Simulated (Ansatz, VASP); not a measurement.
One calculation of Bi, two programs

File INCAR:

```
  PREC = Accurate
  ENCUT = 500
  EDIFF = 1E-6
  ISMEAR = -1
  SIGMA = 0.1
  LREAL = False
  LASPH = True
  NELM = 120
  ALGO = Normal
  ISIF = 2
  LWAVE = False
  LCHARG = False
  GGA = CA
  NBANDS = 14
  GGA_COMPAT = False
```

The input KPOINTS:

```
regular mesh
0
Gamma
  14 14 14
```

POSCAR

```
Bi
1.0
    0.0000000000      2.0696716832      2.0696716832
    2.0696716832      0.0000000000      2.0696716832
    2.0696716832      2.0696716832      0.0000000000
Bi
1
Direct
    0.0000000000      0.0000000000      0.0000000000
```

Input for Ansatz:

```yaml
crystal:
  lattice:
    - [0.0, 2.0696716832, 2.0696716832]
    - [2.0696716832, 0.0, 2.0696716832]
    - [2.0696716832, 2.0696716832, 0.0]
  atoms:
    - { symbol: Bi, position: [0.0, 0.0, 0.0] }
kpoints:
  mp_grid: { grid: [14, 14, 14] }
scf:
  occupations: { method: fermi_dirac, width: 0.1 }
hamiltonian:
  xc: lda
  pseudopotentials: { kind: paw }
output:
  forces: true
  stress: true
  eigenvalues: true
  populations: true
  write_density: true
  write_potential: true
  elf: true
  volumetric_format: npy
```

Change from the starting cell: volume scaled by 0.6, PAW files.

Alike in both runs: task single point; functional LDA; k mesh 14 × 14 × 14; occupations fermi-dirac, width 0.1 eV; no spin polarisation.

|  | VASP | Ansatz |
| --- | --- | --- |
| version | VASP 6.6.1 | Ansatz 0.2.0 |
| potentials or method | VASP PAW LDA potentials, release 64 (Bi_d) | PAW with Ansatz's default frozen-core files, scalar-relativistic |
| plane-wave cutoff (eV) | 500 | 420 |
| valence electrons in the cell | 15 | 15 |

VASP gave:

| Quantity | Value |
| --- | --- |
| pressure (GPa) | 106.0 |

**Question.** What did Ansatz give for the same quantities?

**Answer.** Pressure (GPa): 105.1.

LDA's correlation is that of Perdew and Zunger in VASP and of Perdew and Wang (1992) in Ansatz. Both programs put the cell under a high pressure, so it lies far from rest at this level.

Neither program's run includes spin-orbit coupling. Noted on VASP's run: the cell as given lies far from equilibrium.
